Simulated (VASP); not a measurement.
# InSe: single point with PBE

The system is InSe.

```
In Se
1.0
     2.09800    1.21128    6.84209
    -2.09800    1.21128    6.84209
     0.00000   -2.42256    6.84209
In Se
2 2
Direct
  0.50000 0.50000 0.50000
  0.00000 0.00000 0.00000
  0.75000 0.75000 0.75000
  0.25000 0.25000 0.25000
```

```
Program                : VASP 6.6.1
Task                   : single point
Functional             : PBE
Potentials or basis    : VASP PAW PBE potentials, release 64 (In_d, Se)
Cutoff                 : 520 eV
k mesh                 : 12 × 12 × 12
Occupations            : fermi-dirac, width 0.15 eV
Spin                   : no spin polarisation
Dipole correction      : no
Further INCAR settings : ALGO = Normal; EDIFF = 1e-06; NBANDS = 27
```

```yaml
Pressure: 0.0 GPa
Band_gap_on_the_k_mesh: zero (band 19 reaches 6.06 eV, above the bottom of band 20 at 4.70 eV)
```

Levels at points of the mesh, in eV from the Fermi level:
```csv
k point,band 16,band 17,band 18,band 19,band 20,band 21,band 22,band 23
"(0.00, 0.00, 0.00)",-2.03,-2.01,-1.79,-1.79,0.96,2.35,2.74,2.74
"(0.50, 0.00, 0.00)",-3.63,-2.74,-2.74,-0.83,-0.83,3.63,3.64,4.75
"(0.50, 0.50, 0.00)",-3.39,-3.38,-1.79,-1.79,0.97,2.36,2.75,2.76
"(0.50, 0.50, 0.50)",-1.93,-1.93,-1.93,0.12,0.13,3.56,3.56,3.99
```

Run time: 22 min on 1 thread of Intel(R) Xeon(R) Platinum 8259CL CPU @ 2.50GHz (Skylake/Cascade Lake), on a shared host, peak memory 0.72 GiB.

Caveat: spin-orbit coupling is left out, which moves the levels of the heavy elements.
